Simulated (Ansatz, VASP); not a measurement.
Cu in VASP and in Ansatz

```
Cu
1.0
     0.00000    1.78171    1.78171
     1.78171    0.00000    1.78171
     1.78171    1.78171    0.00000
Cu
1
Direct
  0.00000 0.00000 0.00000
```

Alike in both runs: functional PBEsol; k mesh 20 × 20 × 20; occupations gaussian, width 0.1 eV; no spin polarisation.

Ansatz relaxed the structure, and its values are those at the end. VASP's run is a single point on that final structure, the one shown.

```csv
,VASP,Ansatz
version,VASP 6.6.1,Ansatz 0.2.0
potentials or method,"VASP PAW PBE potentials, release 64 (Cu), cutoff 520 eV","scalar-relativistic, plane waves, PAW"
valence electrons in the cell,11,19
```

|  | VASP | Ansatz | Ansatz less VASP |
| --- | --- | --- | --- |
| gap on the k mesh at the Fermi level (eV) | none | none | - |
| pressure (GPa) | 0.7 | 0.0 | -0.69 |

VASP's potentials were made for PBE, not for PBEsol. A gap of «none» marks a metal or a gap that the smearing closes. VASP's potentials hold 11 valence electrons a cell and Ansatz's 19, so a difference there can come from the potentials and not from the codes.
